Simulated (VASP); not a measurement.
Set up this calculation in VASP 6.6.1, as the native input.

* Task: relaxation of cell and atoms
* Functional: PBE
* Potentials or basis: VASP PAW PBE potentials, release 64 (Si, Cl)
* Cutoff: 600 eV
* k mesh: 18 × 18 × 14
* Occupations: gaussian, width 0.1 eV
* Spin: no spin polarisation
* Dipole correction: no
* Further INCAR settings: ALGO = Normal; EDIFF = 1e-06; IBRION = 2; EDIFFG = -0.01; NSW = 100; ISIF = 3

The structure of SiCl lies in POSCAR:

```
SiCl
1.0
    3.0601406894      0.0000000000      0.0000000000
    0.0000000000      3.0601406894      0.0000000000
    0.0000000000      0.0000000000      4.1654068903
Si Cl
1 1
Direct
    0.5000000000      0.5000000000      0.5000000000
    0.0000000000      0.0000000000      0.0000000000
```

One way to write it, as run:

INCAR

```
PREC = Accurate
ENCUT = 600
EDIFF = 1E-6
ISMEAR = 0
SIGMA = 0.1
LREAL = F
LASPH = T
NELM = 100
ALGO = Normal
ISIF = 3
LWAVE = F
LCHARG = F
GGA = PE
IBRION = 2
NSW = 100
EDIFFG = -0.01
```

KPOINTS

```
Automatic mesh
0
Gamma
  18 18 14
```

Potentials or basis: VASP PAW PBE potentials, release 64 (Si, Cl).

Launch:

```bash
$ cat potpaw_PBE.64/Si/POTCAR potpaw_PBE.64/Cl/POTCAR > POTCAR
$ mpirun -np 1 vasp_std > vasp.out
```

It gave:

* Pressure after relaxing: 0.0 GPa
* Band gap on the k mesh: zero (an odd number of electrons rules out a gap without spin polarisation)

Caveat: the relaxation stopped at its first step, so nothing moved; an odd number of electrons without spin polarisation forces a metal; a magnetic or distorted state may lie lower.

It took 79 s on 1 thread of AMD EPYC 9R45 96-Core Processor (Zen 5), with other jobs on the host, peak memory 0.28 GiB.
